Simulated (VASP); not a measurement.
Rh: single point with PBEsol

Rh:

```
Rh
1.0
     0.00000    1.85125    1.85125
     1.85125    0.00000    1.85125
     1.85125    1.85125    0.00000
Rh
1
Direct
  0.00000 0.00000 0.00000
```

This cell differs from its parent crystal: strained.

```
Program                : VASP 6.6.1
Task                   : single point
Functional             : PBEsol
Potentials or basis    : VASP PAW PBE potentials, release 64 (Rh_pv)
Cutoff                 : 520 eV
k mesh                 : 18 × 18 × 18
Occupations            : gaussian, width 0.1 eV
Spin                   : no spin polarisation
Dipole correction      : no
Further INCAR settings : ALGO = Normal; EDIFF = 1e-06; NBANDS = 14
```

| Quantity | Value |
| --- | --- |
| Pressure | 21.4 GPa |

Levels at points of the mesh, in eV from the Fermi level:
```
           k point  band 4  band 5  band 6  band 7  band 8  band 9  band 10  band 11
(0.00, 0.00, 0.00)   -8.67   -3.52   -3.52   -3.52   -1.12   -1.12    15.83    20.12
(0.50, 0.00, 0.00)   -6.88   -3.61   -3.61    0.56    0.66    0.66     9.45    15.37
(0.50, 0.50, 0.00)   -7.16   -6.76    0.64    1.13    1.13    3.29    13.29    13.70
```

Wall time 16 s on 1 thread of Intel Xeon 6975P-C, on a shared host, peak memory 0.15 GiB.

Caveat: the cell differs from its parent crystal (strained); the PAW data sets were made with another functional, which shifts forces and pressure a little.
